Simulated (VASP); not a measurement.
A run of VASP 6.6.1 is set up as follows.

File INCAR:

```
SYSTEM = Rh
  ALGO = Normal
  EDIFF = 1E-6
  ENCUT = 520
  GGA = PE
  GGA_COMPAT = .False.
  ISIF = 2
  ISMEAR = 0
  LASPH = .True.
  LCHARG = .False.
  LMAXMIX = 4
  LORBIT = 11
  LORBMOM = .True.
  LREAL = .False.
  LSORBIT = .True.
  LWAVE = .False.
  MAGMOM = 0 0 0
  NBANDS = 26
  NELM = 150
  PREC = Accurate
  SIGMA = 0.05
```

KPOINTS

```
k-points
0
Gamma
  18 18 18
  0 0 0
```

The input POSCAR:

```
Rh
1.0
    0.0000000000      1.9142182612      1.9142182612
    1.9142182612      0.0000000000      1.9142182612
    1.9142182612      1.9142182612      0.0000000000
Rh
1
Direct
    0.0000000000      0.0000000000      0.0000000000
```

Potentials or basis: VASP PAW PBE potentials, release 64 (Rh_pv).

The run is started by

```console
$ cat potpaw_PBE.64/Rh_pv/POTCAR > POTCAR
$ mpirun -np 1 vasp_ncl > vasp.out
```

Problem. What does it give for the pressure?

Solution. 0.6 GPa.

Problem. Predict the net moment.

Solution. 0.00 μB per cell.

Moments on the atoms (μB; x, y, z):
```
Rh  0.00 0.00 0.00
```
